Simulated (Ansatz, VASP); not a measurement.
# One calculation of Si3C, two programs

Contents of INCAR:

```
PREC = Accurate ; ENCUT = 600
EDIFF = 1E-6 ; ISMEAR = 0
SIGMA = 0.1 ; LREAL = False
LASPH = True ; NELM = 120
ALGO = Normal ; ISIF = 2
LWAVE = False ; LCHARG = False
GGA = PS ; NBANDS = 26
GGA_COMPAT = False
```

Contents of KPOINTS:

```
regular mesh
0
Gamma
  4 4 4
```

POSCAR

```
Si3C
1.0
    0.0000000000     -2.3823041281     -2.3823041281
    2.4593543630      4.9198453882     -2.5375412602
    4.9997300194     -2.5128491096      2.5128491096
C Si
2 6
Direct
    0.7565496366      0.5130992732      0.2061673364
    0.8059503634      0.6119007268      0.9813326636
    0.5051390590      0.0102781180      0.4746253937
    0.2606614873      0.5213229745      0.7978934612
   -0.0276076757     -0.0552153513      0.0123202743
    0.5901076757      0.1802153513      0.1751797257
    0.3018385127      0.6036770255      0.3896065388
    0.0573609410      0.1147218820      0.7128746063
```

Input for Ansatz:

```yaml
crystal:
  lattice:
    - [0.0, -2.3823041281, -2.3823041281]
    - [2.459354363, 4.9198453882, -2.5375412602]
    - [4.9997300194, -2.5128491096, 2.5128491096]
  atoms:
    - { symbol: C, position: [0.7565496366, 0.5130992732, 0.2061673364] }
    - { symbol: Si, position: [0.505139059, 0.010278118, 0.4746253937] }
    - { symbol: Si, position: [0.2606614873, 0.5213229745, 0.7978934612] }
    - { symbol: Si, position: [-0.0276076757, -0.0552153513, 0.0123202743] }
    - { symbol: C, position: [0.8059503634, 0.6119007268, 0.9813326636] }
    - { symbol: Si, position: [0.5901076757, 0.1802153513, 0.1751797257] }
    - { symbol: Si, position: [0.3018385127, 0.6036770255, 0.3896065388] }
    - { symbol: Si, position: [0.057360941, 0.114721882, 0.7128746063] }
basis:
  ecutwfc: 420
kpoints:
  mp_grid: { grid: [4, 4, 4] }
hamiltonian:
  xc: pbesol
  pseudopotentials: { kind: paw, azcp: { folder: soft_1 } }
scf:
  occupations: { method: gaussian, width: 0.1 }
output:
  forces: true
  stress: true
  eigenvalues: true
```

Alike in both runs: task single point; functional PBEsol; k mesh 4 × 4 × 4; occupations gaussian, width 0.1 eV; no spin polarisation.

|  | VASP | Ansatz |
| --- | --- | --- |
| version | VASP 6.6.1 | Ansatz 0.2.0 |
| potentials or method | VASP PAW PBE potentials, release 64 (C, Si), cutoff 600 eV | scalar-relativistic, plane waves, PAW |
| valence electrons in the cell | 32 | 32 |

Ansatz gave:

- gap on the k mesh at the Fermi level (eV): none
- pressure (GPa): 0.1
- rms of the force components (eV/Å): 0.121

Q: What did VASP give for the same quantities?

A: gap on the k mesh at the Fermi level (eV): none; pressure (GPa): 0.3; rms of the force components (eV/Å): 0.121.

VASP's potentials were made for PBE, not for PBEsol, and Ansatz warns of the same on its side. A gap of «none» marks a metal or a gap that the smearing closes. The functional is the same, so the differences come from potentials, cutoffs and numerics.

The k mesh is coarse, so the values compare programs but aren't converged.
